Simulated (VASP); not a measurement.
Wanted: the native input for a VASP 6.6.1 run.

```yaml
Task: single point
Functional: PBEsol
Potentials_or_basis: VASP PAW PBE potentials, release 64 (Mo_sv)
Cutoff: 520 eV
k_mesh: 26 × 26 × 26
Occupations: gaussian, width 0.15 eV
Spin: no spin polarisation
Dipole_correction: no
Further_INCAR_settings: ALGO = Fast; EDIFF = 1e-07; NBANDS = 13
```

The structure of Mo lies in POSCAR:

```
Mo
1.0
   -1.5548743432      1.5646534271      1.5548743432
    1.5744325110     -1.5646534271      1.5744325110
    1.5548743432      1.5646534271     -1.5548743432
Mo
1
Direct
    0.0000000000      0.0000000000      0.0000000000
```

This cell differs from its parent crystal: strain +0.0125 x Voigt [0, 0, 0, 0, 1, 0].

These files were run (other wordings do the same):

INCAR

```
SYSTEM = Mo
ALGO     = Fast           ! electronic algorithm
EDIFF    = 1E-7           ! SCF threshold, eV
ENCUT    = 520            ! plane-wave cutoff, eV
GGA      = PS             ! functional
ISIF     = 2              ! what is computed and relaxed
ISMEAR   = 0              ! smearing method
LASPH    = .TRUE.         ! aspherical terms in the spheres
LCHARG   = .TRUE.         ! write CHGCAR
LELF     = .TRUE.         ! ELF
LREAL    = .FALSE.        ! projectors in reciprocal space
LVHAR    = .TRUE.       
LWAVE    = .FALSE.        ! write WAVECAR
NBANDS   = 13             ! bands
NELM     = 100            ! most SCF steps
PREC     = Accurate       ! precision mode
SIGMA    = 0.15           ! smearing width, eV
```

KPOINTS

```
k-points
0
G
  26 26 26
  0 0 0
```

Potentials or basis: VASP PAW PBE potentials, release 64 (Mo_sv).

Launch:

```sh
$ cat potpaw_PBE.64/Mo_sv/POTCAR > POTCAR
$ mpirun -np 1 vasp_std > vasp.out
```

It gave:

The pressure is 0.7 GPa. The band gap on the k mesh is zero (bands 7 and 8 overlap by 5.35 eV).

Caveat: the cell differs from its parent crystal (strain +0.0125 x Voigt [0, 0, 0, 0, 1, 0]); the PAW data sets were made with another functional, which shifts forces and pressure a little.

Wall time 2.6 min on 1 thread of Intel(R) Xeon(R) 6975P-C (Granite Rapids), with other jobs on the host, peak memory 0.53 GiB.
